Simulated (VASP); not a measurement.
Input of a VASP 6.6.1 run:

File INCAR:

```
SYSTEM = ScBSbP3
ALGO     = Normal         ! electronic algorithm
EDIFF    = 1E-6           ! SCF threshold, eV
ENCUT    = 520            ! plane-wave cutoff, eV
GGA      = PE             ! functional
ISIF     = 2              ! what is computed and relaxed
ISMEAR   = 0              ! smearing method
LASPH    = .True.         ! aspherical terms in the spheres
LCHARG   = .True.         ! write CHGCAR
LELF     = .True.         ! ELF
LREAL    = .False.        ! projectors in reciprocal space
LVHAR    = .True.       
LWAVE    = .False.        ! write WAVECAR
NBANDS   = 26             ! bands
NELM     = 60             ! most SCF steps
PREC     = Accurate       ! precision mode
SIGMA    = 0.1            ! smearing width, eV
```

The input KPOINTS:

```
k-points
0
Gamma
  4 4 2
  0 0 0
```

Contents of POSCAR:

```
ScBSbP3
1.0
    2.4549804793     -5.0319860832      0.0000000000
    2.4549804793      5.0319860832      0.0000000000
    0.0000000000      0.0000000000      5.7196832439
Sc B Sb P
1 1 1 3
Direct
    0.5000000000      0.5000000000      0.5000000000
    0.0000000000      0.0000000000      0.0000000000
    0.5000000000      0.5000000000      0.0000000000
    0.0000000000      0.0000000000      0.5000000000
    0.2277825899      0.7722174101      0.5000000000
    0.7722174101      0.2277825899      0.5000000000
```

Potentials or basis: VASP PAW PBE potentials, release 64 (Sc_sv, B, Sb, P).

The run is started by

```console
$ cat potpaw_PBE.64/Sc_sv/POTCAR potpaw_PBE.64/B/POTCAR potpaw_PBE.64/Sb/POTCAR potpaw_PBE.64/P/POTCAR > POTCAR
$ mpirun -np 1 vasp_std > vasp.out
```

**Question.** Predict the band gap on the k mesh.

**Answer.** Zero (band 17 reaches 4.51 eV, above the bottom of band 18 at 3.74 eV).

**Question.** Predict the largest force.

**Answer.** 0.020 eV/Å.

Forces in eV/Å, atoms in the order of the input:
```
Sc   0.000  0.000  0.000
B    0.000  0.000  0.000
Sb   0.000  0.000  0.000
P    0.000  0.000  0.000
P    0.000  0.020  0.000
P    0.000 -0.020  0.000
```

Caveat: the k points lie up to 0.55 Å⁻¹ apart; spin-orbit coupling is left out, which moves the levels of the heavy elements.
